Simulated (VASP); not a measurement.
# W (Fm-3m) in VASP: vibrations by perturbation theory with LDA

Aim: the vibrations by perturbation theory of W with LDA.

All numbers are computed with VASP 6.6.1; they aren't measurements. Logs are shortened: lines on timing, memory, paths and dates and some standing lists are left out, and cuts for length are marked.

## (1) The cell of the first run

Symmetry: Fm-3m, No. 225, cubic system. Conventional cell: a = 3.973 Å, b = 3.973 Å, c = 3.973 Å, α = 90.00°, β = 90.00°, γ = 90.00°. W (site symmetry m-3m) has 12 W at 2.81 Å within 3.7 Å.

This isn't the form of W at room conditions, which is bcc.

## (2) Vibrations by perturbation theory, LDA

INCAR

```
SYSTEM = W
PREC = Accurate
ENCUT = 520
EDIFF = 1E-8
ISMEAR = 0
SIGMA = 0.15
LREAL = .False.
LASPH = .True.
NELM = 80
ALGO = Normal
ISIF = 2
LWAVE = .False.
LCHARG = .False.
GGA = CA
NBANDS = 21
IBRION = 8
NSW = 1
```

KPOINTS

```
Automatic mesh
0
Gamma
  16 16 12
  0 0 0
```

POSCAR

```
W
1.0
    0.0000000000     -1.9862702900     -1.9862702900
    0.0000000000      1.9862702900     -1.9862702900
    3.9725405800      0.0000000000      0.0000000000
W
2
Direct
    0.5000000000      0.5000000000      0.5000000000
    0.0000000000      0.0000000000      0.0000000000
```

Potentials or basis: VASP PAW LDA potentials, release 64 (W_sv).

Command:

```
cat potpaw_LDA.64/W_sv/POTCAR > POTCAR
mpirun -np 1 vasp_std > vasp.out
```

OUTCAR:

```text
SYSTEM = W
   PREC = Accurate
   ENCUT = 520
   EDIFF = 1E-8
   ISMEAR = 0
   LREAL = .False.
   LASPH = .True.
   NELM = 80
   ISIF = 2
   GGA = CA
   IBRION = 8
   NSW = 1

 ion  position               nearest neighbor table
   1  0.500  0.500  0.500-   2 2.81   2 2.81   2 2.81   2 2.81   2 2.81   2 2.81   2 2.81   2 2.81

   2  0.000  0.000  0.000-   1 2.81   1 2.81   1 2.81   1 2.81   1 2.81   1 2.81   1 2.81   1 2.81

  LATTYP: Found a simple tetragonal cell.
 ALAT       =     2.8090103827
 C/A-ratio  =     1.4142135624

  Lattice vectors:

 A1 = (   0.0000000000,  -1.9862702900,  -1.9862702900)
 A2 = (   0.0000000000,   1.9862702900,  -1.9862702900)
 A3 = (   3.9725405800,   0.0000000000,   0.0000000000)

Analysis of symmetry for initial positions (statically):
=====================================================================
 Subroutine PRICEL returns following result:

  LATTYP: Found a face centered cubic cell.
 ALAT       =     3.9725405800

  Lattice vectors:

 A1 = (  -1.9862702900,   0.0000000000,   1.9862702900)
 A2 = (  -1.9862702900,  -1.9862702900,   0.0000000000)
 A3 = (  -0.0000000000,  -1.9862702900,   1.9862702900)

   2 primitive cells build up your supercell.

 Routine SETGRP: Setting up the symmetry group for a
 simple tetragonal supercell.

 Subroutine GETGRP returns: Found 16 space group operations
 (whereof 16 operations were pure point group operations)
 out of a pool of 16 trial point group operations.

The static configuration has the point symmetry D_4h.

Analysis of symmetry for dynamics (positions and initial velocities):
=====================================================================
 Subroutine PRICEL returns following result:

  LATTYP: Found a face centered cubic cell.
 ALAT       =     3.9725405800

  Lattice vectors:

 A1 = (  -1.9862702900,   0.0000000000,   1.9862702900)
 A2 = (  -1.9862702900,  -1.9862702900,   0.0000000000)
 A3 = (  -0.0000000000,  -1.9862702900,   1.9862702900)

   2 primitive cells build up your supercell.

 Routine SETGRP: Setting up the symmetry group for a
 simple tetragonal supercell.

 Subroutine GETGRP returns: Found 16 space group operations
 (whereof 16 operations were pure point group operations)
 out of a pool of 16 trial point group operations.

The dynamic configuration has the point symmetry D_4h.

 Subroutine INISYM returns: Found 16 space group operations
 (whereof 16 operations are pure point group operations),
 and found     2 'primitive' translations

----------------------------------------------------------------------------------------

                                     Primitive cell

  volume of cell :      15.6727

  direct lattice vectors                    reciprocal lattice vectors
    -1.986270290  0.000000000  1.986270290    -0.251728077  0.251728077  0.251728077
    -1.986270290 -1.986270290  0.000000000    -0.251728077 -0.251728077 -0.251728077
    -0.000000000 -1.986270290  1.986270290     0.251728077 -0.251728077  0.251728077

  length of vectors
     2.809010383  2.809010383  2.809010383     0.436005819  0.436005819  0.436005819

  position of ions in fractional coordinates (direct lattice)
     0.000000000  0.000000000  1.000000000

  ion indices of the primitive-cell ions
   primitive index   ion index
                 1           1

----------------------------------------------------------------------------------------

 KPOINTS: Automatic mesh
[... 82 lines left out ...]
   EFERMI =   0.00;   METHOD = LEGACY
   ISMEAR =     0;   SIGMA  =   0.15  broadening in eV -4-tet -1-fermi 0-gaus
   EFERMI_NEDOS =   21; number of points for ismear=-14 and -15
   IALGO  =     38    algorithm
   IMIX   =      4    mixing-type and parameters
     AMIX     =   0.40;   BMIX     =  1.00
     AMIX_MAG =   1.60;   BMIX_MAG =  1.00
  volume/ion in A,a.u.               =      15.67       105.76
  Fermi-wavevector in a.u.,A,eV,Ry     =   1.576652  2.979440 33.821789  2.485831
  Thomas-Fermi vector in A             =   2.677453
   LORBIT       =      0    0 simple, 1 ext, 2 COOP (PROOUT), +10 PAW based schemes
   GGA     = CA    functional components
   LHFCALC =     F    Hartree Fock is set to
   AEXX    =    0.0000 exact exchange contribution
   IVDW    =     0    specifies the selected vdW correction
   LEPSILON=     F    determine dielectric tensor
   LRPA    =     F    only Hartree local field effects (RPA)
 non-spin polarized calculation
 Gauss-broadening in eV      SIGMA  =   0.15
  energy-cutoff  :      520.00
  volume of cell :       31.35
 maximum number of plane-waves:       888
 NGX is ok and might be reduce to    24
   NGX = 11   NGY = 11   NGZ = 15

--------------------------------------- Ionic step        1  -------------------------------------------

 number of electron      28.0000000 magnetization

 Free energy of the ion-electron system (eV)
  ---------------------------------------------------
  ext. energy  EPLUGINS =         0.00000000
  ---------------------------------------------------
  free energy    TOTEN  =       -27.23546706 eV

  energy without entropy =      -27.20851068  energy(sigma->0) =      -27.22198887

 E-fermi :  10.9988     XC(G=0): -13.8812

 val. band max:       10.9986506442   @ k =   0.4375   0.1250   0.3333
 cond. band min:      10.9989992558   @ k =   0.2500   0.0000   0.0000
 fundamental gap:      0.0003486116
 Fermi energy:        10.9987594462

 k-point     1 :       0.0000    0.0000    0.0000
  band No.  band energies     occupation
      1     -62.1338      2.00000
      2     -61.9544      2.00000
      3     -27.2189      2.00000
      4     -26.4371      2.00000
      5     -26.4371      2.00000
      6     -25.9460      2.00000
[... 565 lines left out ...]
     20      18.0679      0.00000
     21      24.2243      0.00000

 [... further k-points ...]
[... 5 lines left out ...]
  --------------------------------------------------------------------------------------
  -------------------------------------------------------------------------------------
  Total        0.3851759      0.3259636      0.3259636     -0.0000000      0.0000000     -0.0000000
  in kB       19.6876868     16.6611387     16.6611387     -0.0000000      0.0000000     -0.0000000
  external PRESSURE =      17.6699881 kB  Pullay stress =       0.0000000 kB

 VOLUME and BASIS-vectors are now :
 -----------------------------------------------------------------------------
  energy-cutoff  :      520.00
  volume of cell :       31.35
      direct lattice vectors                 reciprocal lattice vectors
     0.000000000 -1.986270290 -1.986270290     0.000000000 -0.251728077 -0.251728077
     0.000000000  1.986270290 -1.986270290     0.000000000  0.251728077 -0.251728077
     3.972540580  0.000000000  0.000000000     0.251728077  0.000000000  0.000000000

 POSITION                                       TOTAL-FORCE (eV/Angst)
 -----------------------------------------------------------------------------------
      1.98627      0.00000     -1.98627         0.000000      0.000000     -0.000000
      0.00000      0.00000      0.00000        -0.000000     -0.000000      0.000000
 -----------------------------------------------------------------------------------
    total drift:                               -0.000000      0.000000     -0.000000

  FREE ENERGIE OF THE ION-ELECTRON SYSTEM (eV)
  ---------------------------------------------------
  free  energy   TOTEN  =       -27.2354670586 eV

  energy  without entropy=      -27.2085106830  energy(sigma->0) =      -27.22198887

[... ionic steps 2 to 3 ...]

--------------------------------------- Ionic step        4  -------------------------------------------

------------------------ aborting loop because EDIFF is reached ----------------------------------------

--------------------------------------- Ionic step        5  -------------------------------------------

 Free energy of the ion-electron system (eV)
  ---------------------------------------------------
  ---------------------------------------------------
  free energy    TOTEN  =        -0.28894733 eV

  energy without entropy =       -0.28894733

------------------------ aborting loop because EDIFF is reached ----------------------------------------

 INTERNAL STRAIN TENSOR  FOR ION    1  DIRECTION 2   (eV/Angst):
 -----------------------------------------------------------------------------
     0.02429  0.00000  0.00000
     0.00000  0.00312  0.00000
     0.00000  0.00000  0.00567

 INTERNAL STRAIN TENSOR FOR ION    2 for displacements in x,y,z  (eV/Angst):
          X           Y           Z          XY          YZ          ZX
  --------------------------------------------------------------------------------
  x     0.00000     0.00000     0.00000     0.00000     0.00000     0.00000
  y     0.00000     0.00000     0.00000     0.00000     0.00000     0.00000
  z     0.00000     0.00000     0.00000     0.00000     0.00000     0.00000

 SECOND DERIVATIVES (NOT SYMMETRIZED)
 ------------------------------------
               1X          1Y          1Z          2X          2Y          2Z
  1X   -16.937039    0.000000    0.000000   16.937039   -0.000000   -0.000000
  1Y     0.000000   -3.762040    0.000000    0.000000    3.762040    0.000000
  1Z     0.000000    0.000000   -3.762040    0.000000    0.000000    3.762040
  2X    16.937039   -0.000000   -0.000000  -16.937039    0.000000    0.000000
  2Y     0.000000    3.762040    0.000000    0.000000   -3.762040    0.000000
  2Z     0.000000    0.000000    3.762040    0.000000    0.000000   -3.762040

 Eigenvectors and eigenvalues of the dynamical matrix
 ----------------------------------------------------

   1 f  =    6.710466 THz    42.163098 2PiTHz  223.837036 cm-1    27.752243 meV
             X         Y         Z           dx          dy          dz
      1.986270  0.000000 -1.986270     0.707107   -0.000000    0.000000
      0.000000  0.000000  0.000000    -0.707107    0.000000    0.000000
[... 21 lines left out ...]
   6 f  =    0.000000 THz     0.000000 2PiTHz    0.000000 cm-1     0.000000 meV
             X         Y         Z           dx          dy          dz
      1.986270  0.000000 -1.986270    -0.000000    0.000000    0.707107
      0.000000  0.000000  0.000000     0.000000    0.000000    0.707107

--------------------------------------------------------------------------------------------------------

 ELASTIC MODULI CONTR FROM IONIC RELAXATION (kBar)
 Direction    XX          YY          ZZ          XY          YZ          ZX
 --------------------------------------------------------------------------------
 XX           0.0000      0.0000      0.0000      0.0000      0.0000      0.0000
 YY           0.0000      0.0000      0.0000      0.0000      0.0000      0.0000
 ZZ           0.0000      0.0000      0.0000      0.0000      0.0000      0.0000
 XY           0.0000      0.0000      0.0000      0.0000      0.0000      0.0000
 YZ           0.0000      0.0000      0.0000      0.0000      0.0000      0.0000
 ZX           0.0000      0.0000      0.0000      0.0000      0.0000      0.0000
 --------------------------------------------------------------------------------
```

Wall time 5.9 min (1 thread of Intel Xeon 6975P-C (Granite Rapids), shared host); peak memory 0.67 GiB.

What came out:

| Item | Value |
| --- | --- |
| Highest phonon frequency at Γ | 224 cm⁻¹ |

Phonon frequencies in cm⁻¹ (negative: imaginary):
| q point | frequencies |
| --- | --- |
| (0.000, 0.000, 0.000) | 0 0 0 105 105 224 |

Caveat: the cell stands under pressure or tension, which shifts response properties; spin-orbit coupling is left out, which moves the levels of the heavy elements.
